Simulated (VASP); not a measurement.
# Ru2W (P6/mmm) in VASP: notebook

The runs below take Ru2W through single point, relaxation of cell and atoms, with PBE.

All numbers are computed with VASP 6.6.1; they aren't measurements. Logs are shortened: lines on timing, memory, paths and dates and some standing lists are left out, and cuts for length are marked.

## 1. The cell of the first run

Symmetry: P6/mmm, No. 191, hexagonal system. Conventional cell: a = 4.320 Å, b = 4.320 Å, c = 2.741 Å, α = 90.00°, β = 90.00°, γ = 120.00°. Within 3.3 Å of Ru (site symmetry -6m2) lie 5 Ru at 2.49 to 2.74 Å and 6 W at 2.85 Å. Within 3.6 Å of W (site symmetry 6/mmm) lie 2 W at 2.74 Å and 12 Ru at 2.85 Å.

## 2. Single point, PBE

File INCAR:

```
PREC = Accurate
ENCUT = 520
EDIFF = 1E-6
ISMEAR = 0
SIGMA = 0.1
LREAL = False
LASPH = True
NELM = 80
ALGO = Fast
ISIF = 2
LWAVE = False
LCHARG = False
GGA = PE
NBANDS = 28
```

File KPOINTS:

```
Automatic mesh
0
Gamma
  6 6 6
```

File POSCAR:

```
Ru2W
1.0
    4.3202254152      0.0000000000      0.0000000000
   -2.1601127076      3.7414249597      0.0000000000
    0.0000000000      0.0000000000      2.7412730646
Ru W
2 1
Direct
    0.3333333333      0.6666666667      0.5000000000
    0.6666666667      0.3333333333      0.5000000000
    0.0000000000      0.0000000000      0.0000000000
```

Potentials or basis: VASP PAW PBE potentials, release 64 (Ru_pv, W_sv).

The run is started by

```console
> cat potpaw_PBE.64/Ru_pv/POTCAR potpaw_PBE.64/W_sv/POTCAR > POTCAR
> mpirun -np 1 vasp_std > vasp.out
```

OUTCAR:

```text
PREC = Accurate
   ENCUT = 520
   EDIFF = 1E-6
   ISMEAR = 0
   LREAL = False
   LASPH = True
   NELM = 80
   ISIF = 2
   GGA = PE

 ion  position               nearest neighbor table
   1  0.333  0.667  0.500-   2 2.49   2 2.49   2 2.49   3 2.85   3 2.85   3 2.85   3 2.85   3 2.85
                             3 2.85
   2  0.667  0.333  0.500-   1 2.49   1 2.49   1 2.49   3 2.85   3 2.85   3 2.85   3 2.85   3 2.85
                             3 2.85
   3  0.000  0.000  0.000-   1 2.85   2 2.85   1 2.85   2 2.85   2 2.85   2 2.85   1 2.85   1 2.85
                             2 2.85   2 2.85   1 2.85   1 2.85

  LATTYP: Found a hexagonal cell.
 ALAT       =     4.3202254152
 C/A-ratio  =     0.6345208412

  Lattice vectors:

 A1 = (   4.3202254152,   0.0000000000,   0.0000000000)
 A2 = (  -2.1601127076,   3.7414249597,   0.0000000000)
 A3 = (   0.0000000000,   0.0000000000,   2.7412730646)

Analysis of symmetry for initial positions (statically):
=====================================================================
 Subroutine PRICEL returns:
 Original cell was already a primitive cell.

 Routine SETGRP: Setting up the symmetry group for a
 hexagonal supercell.

 Subroutine GETGRP returns: Found 24 space group operations
 (whereof 24 operations were pure point group operations)
 out of a pool of 24 trial point group operations.

The static configuration has the point symmetry D_6h.

Analysis of symmetry for dynamics (positions and initial velocities):
=====================================================================
 Subroutine PRICEL returns:
 Original cell was already a primitive cell.

 Routine SETGRP: Setting up the symmetry group for a
 hexagonal supercell.

 Subroutine GETGRP returns: Found 24 space group operations
 (whereof 24 operations were pure point group operations)
 out of a pool of 24 trial point group operations.

The dynamic configuration has the point symmetry D_6h.

 Subroutine INISYM returns: Found 24 space group operations
 (whereof 24 operations are pure point group operations),
 and found     1 'primitive' translations

----------------------------------------------------------------------------------------

                                     Primitive cell

  volume of cell :      44.3094

  direct lattice vectors                    reciprocal lattice vectors
     4.320225415  0.000000000  0.000000000     0.231469404  0.133638922  0.000000000
    -2.160112708  3.741424960  0.000000000     0.000000000  0.267277845  0.000000000
     0.000000000  0.000000000  2.741273065     0.000000000  0.000000000  0.364794012

  length of vectors
     4.320225415  4.320225415  2.741273065     0.267277845  0.267277845  0.364794012

  position of ions in fractional coordinates (direct lattice)
     0.333333333  0.666666667  0.500000000
     0.666666667  0.333333333  0.500000000
     0.000000000  0.000000000  0.000000000

  ion indices of the primitive-cell ions
   primitive index   ion index
                 1           1
                 2           2
                 3           3

----------------------------------------------------------------------------------------

 KPOINTS: Automatic mesh

Automatic generation of k-mesh.
 Grid dimensions read from file:
 generate k-points for:    6    6    6

 Generating k-lattice:

  Cartesian coordinates                     Fractional coordinates (reciprocal lattice)
     0.038578234  0.022273154  0.000000000     0.166666667  0.000000000  0.000000000
     0.000000000  0.044546307  0.000000000     0.000000000  0.166666667  0.000000000
     0.000000000  0.000000000  0.060799002     0.000000000  0.000000000  0.166666667

  Length of vectors
     0.044546307  0.044546307  0.060799002

  Shift w.r.t. Gamma in fractional coordinates (k-lattice)
     0.000000000  0.000000000  0.000000000

 Subroutine IBZKPT returns following result:
 ===========================================

 Found     28 irreducible k-points:

 Following reciprocal coordinates:
            Coordinates               Weight
  0.000000  0.000000  0.000000      1.000000
  0.166667 -0.000000  0.000000      6.000000
  0.333333 -0.000000  0.000000      6.000000
  0.500000 -0.000000  0.000000      3.000000
  0.166667  0.166667  0.000000      6.000000
  0.333333  0.166667  0.000000     12.000000
[... 16 lines left out ...]
  0.166667 -0.000000  0.500000      6.000000
  0.333333 -0.000000  0.500000      6.000000
 [... further k-points ...]
   k-points           NKPTS =     28   k-points in BZ     NKDIM =     28   number of bands    NBANDS=     28
   number of dos      NEDOS =    301   number of ions     NIONS =      3
   total plane-waves  NPLWV =  20480
   dimension x,y,z NGX =    32 NGY =   32 NGZ =   20
   dimension x,y,z NGXF=    64 NGYF=   64 NGZF=   40
   ions per type =               2   1
   NGX,Y,Z   is equivalent  to a cutoff of  12.31, 12.31, 12.13 a.u.
   NGXF,Y,Z  is equivalent  to a cutoff of  24.63, 24.63, 24.26 a.u.
 SYSTEM =  unknown system
   PREC   = accura    normal or accurate (medium, high low for compatibility)
   ISTART =      0    job   : 0-new  1-cont  2-samecut
   ICHARG =      2    charge: 1-file 2-atom 10-const
   ISPIN  =      1    spin polarized calculation?
   LNONCOLLINEAR =      F non collinear calculations
   LSORBIT =      F    spin-orbit coupling
   LASPH  =      T    aspherical Exc in radial PAW
   ENCUT  =  520.0 eV  38.22 Ry    6.18 a.u.   8.03  8.03  5.10*2*pi/ulx,y,z
   NELM   =     80;   NELMIN=  2; NELMDL= -5     # of ELM steps
   EDIFF  = 0.1E-05   stopping-criterion for ELM
   LREAL  =      F    real-space projection
   EDIFFG = 0.1E-04   stopping-criterion for IOM
   NSW    =      0    number of steps for IOM
   IBRION =     -1    ionic relax: 0-MD 1-quasi-New 2-CG
   NFREE  =      0    steps in history (QN), initial steepest desc. (CG)
   ISIF   =      2    stress and relaxation
   ISYM   =      2    0-nonsym 1-usesym 2-fastsym
   POTIM  = 0.5000    time-step for ionic-motion
   TEBEG  =    0.0;   TEEND  =   0.0 temperature during run
   PSTRESS=    0.0 pullay stress
   NELECT =      42.0000    total number of electrons
   NUPDOWN=      -1.0000    fix difference up-down
   EMIN   =  10.00;   EMAX   =-10.00  energy-range for DOS
   EFERMI =   0.00;   METHOD = LEGACY
   ISMEAR =     0;   SIGMA  =   0.10  broadening in eV -4-tet -1-fermi 0-gaus
   EFERMI_NEDOS =   21; number of points for ismear=-14 and -15
   IALGO  =     68    algorithm
   IMIX   =      4    mixing-type and parameters
     AMIX     =   0.40;   BMIX     =  1.00
     AMIX_MAG =   1.60;   BMIX_MAG =  1.00
  volume/ion in A,a.u.               =      14.77        99.67
  Fermi-wavevector in a.u.,A,eV,Ry     =   1.608148  3.038959 35.186570  2.586140
  Thomas-Fermi vector in A             =   2.704064
   LORBIT       =      0    0 simple, 1 ext, 2 COOP (PROOUT), +10 PAW based schemes
   GGA     = PE    functional components
   LHFCALC =     F    Hartree Fock is set to
   AEXX    =    0.0000 exact exchange contribution
   IVDW    =     0    specifies the selected vdW correction
   LEPSILON=     F    determine dielectric tensor
   LRPA    =     F    only Hartree local field effects (RPA)
 non-spin polarized calculation
 RMM-DIIS sequential band-by-band and
 Gauss-broadening in eV      SIGMA  =   0.10
  energy-cutoff  :      520.00
  volume of cell :       44.31
 maximum number of plane-waves:      1206
   NGX = 17   NGY = 17   NGZ = 11

 number of electron      42.0000016 magnetization

 Free energy of the ion-electron system (eV)
  ---------------------------------------------------
  ext. energy  EPLUGINS =         0.00000000
  ---------------------------------------------------
  free energy    TOTEN  =       -30.81278996 eV

  energy without entropy =      -30.78348125  energy(sigma->0) =      -30.79813561

 E-fermi :  11.7795     XC(G=0): -13.7497

 val. band max:       11.7779117179   @ k =   0.3333   0.1667   0.3333
 cond. band min:      11.7830174869   @ k =   0.5000  -0.0000   0.1667
 fundamental gap:      0.0051057690
 Fermi energy:        11.7795396093

 k-point     1 :       0.0000    0.0000    0.0000
  band No.  band energies     occupation
      1     -62.1998      2.00000
      2     -31.6094      2.00000
      3     -31.6094      2.00000
      4     -30.9080      2.00000
      5     -30.9080      2.00000
      6     -30.9031      2.00000
[... 20 lines left out ...]
     27      21.0831      0.00000
     28      21.3557      0.00000

 k-point     2 :       0.1667   -0.0000    0.0000
  band No.  band energies     occupation
      1     -62.1998      2.00000
      2     -31.6306      2.00000
      3     -31.5795      2.00000
      4     -30.9350      2.00000
      5     -30.8929      2.00000
      6     -30.8858      2.00000
[... 20 lines left out ...]
     27      18.5008      0.00000
     28      19.1020      0.00000

 k-point     3 :       0.3333   -0.0000    0.0000
  band No.  band energies     occupation
      1     -62.1999      2.00000
      2     -31.6696      2.00000
      3     -31.4978      2.00000
      4     -31.0132      2.00000
      5     -30.8670      2.00000
      6     -30.8448      2.00000
[... 20 lines left out ...]
     27      15.6772      0.00000
     28      16.5292      0.00000

 k-point     4 :       0.5000   -0.0000    0.0000
  band No.  band energies     occupation
      1     -62.2000      2.00000
      2     -31.6877      2.00000
      3     -31.4362      2.00000
      4     -31.0744      2.00000
      5     -30.8463      2.00000
      6     -30.8257      2.00000
[... 578 lines left out ...]
     27      18.7383      0.00000
     28      20.7967      0.00000

 k-point    23 :       0.1667   -0.0000    0.5000
  band No.  band energies     occupation
      1     -62.1416      2.00000
      2     -31.5704      2.00000
      3     -31.5215      2.00000
      4     -31.3553      2.00000
      5     -31.1700      2.00000
      6     -30.8908      2.00000
[... 20 lines left out ...]
     27      18.2474      0.00000
     28      20.8846      0.00000

 k-point    24 :       0.3333   -0.0000    0.5000
  band No.  band energies     occupation
      1     -62.1416      2.00000
      2     -31.6006      2.00000
      3     -31.4460      2.00000
      4     -31.3298      2.00000
      5     -31.2026      2.00000
      6     -30.9760      2.00000
[... 20 lines left out ...]
     27      16.8541      0.00000
     28      20.7401      0.00000

 [... further k-points ...]

------------------------ aborting loop because EDIFF is reached ----------------------------------------

  FORCE on cell =-STRESS in cart. coord.  units (eV):
  Direction    XX          YY          ZZ          XY          YZ          ZX
  --------------------------------------------------------------------------------------
  -------------------------------------------------------------------------------------
  Total        0.0957489      0.0957489      0.1472786     -0.0000000      0.0000000      0.0000000
  in kB        3.4621727      3.4621727      5.3254265     -0.0000000      0.0000000      0.0000000
  external PRESSURE =       4.0832573 kB  Pullay stress =       0.0000000 kB

 VOLUME and BASIS-vectors are now :
 -----------------------------------------------------------------------------
  energy-cutoff  :      520.00
  volume of cell :       44.31
      direct lattice vectors                 reciprocal lattice vectors
     4.320225415  0.000000000  0.000000000     0.231469404  0.133638922  0.000000000
    -2.160112708  3.741424960  0.000000000     0.000000000  0.267277845  0.000000000
     0.000000000  0.000000000  2.741273065     0.000000000  0.000000000  0.364794012

 POSITION                                       TOTAL-FORCE (eV/Angst)
 -----------------------------------------------------------------------------------
     -0.00000      2.49428      1.37064        -0.000000     -0.000000      0.000000
      2.16011      1.24714      1.37064         0.000000      0.000000     -0.000000
      0.00000      0.00000      0.00000        -0.000000      0.000000      0.000000
 -----------------------------------------------------------------------------------
    total drift:                               -0.000000      0.000000      0.000000

  FREE ENERGIE OF THE ION-ELECTRON SYSTEM (eV)
  ---------------------------------------------------
  free  energy   TOTEN  =       -30.8127899648 eV

  energy  without entropy=      -30.7834812453  energy(sigma->0) =      -30.79813561
```

Wall time 15 s (1 thread of Intel Xeon 6975P-C (Granite Rapids), shared host); peak memory 0.16 GiB.

What came out:

| Quantity | Value |
| --- | --- |
| Free energy | -30.8128 eV |
| Pressure | 0.4 GPa |
| Band gap on the k mesh | zero (bands 21 and 22 overlap by 3.35 eV) |

Caveat: the k points lie up to 0.38 Å⁻¹ apart, too coarse for converged energies and pressures of a metal; spin-orbit coupling is left out, which moves the levels of the heavy elements.

(Part 1 of 3 ends here.)
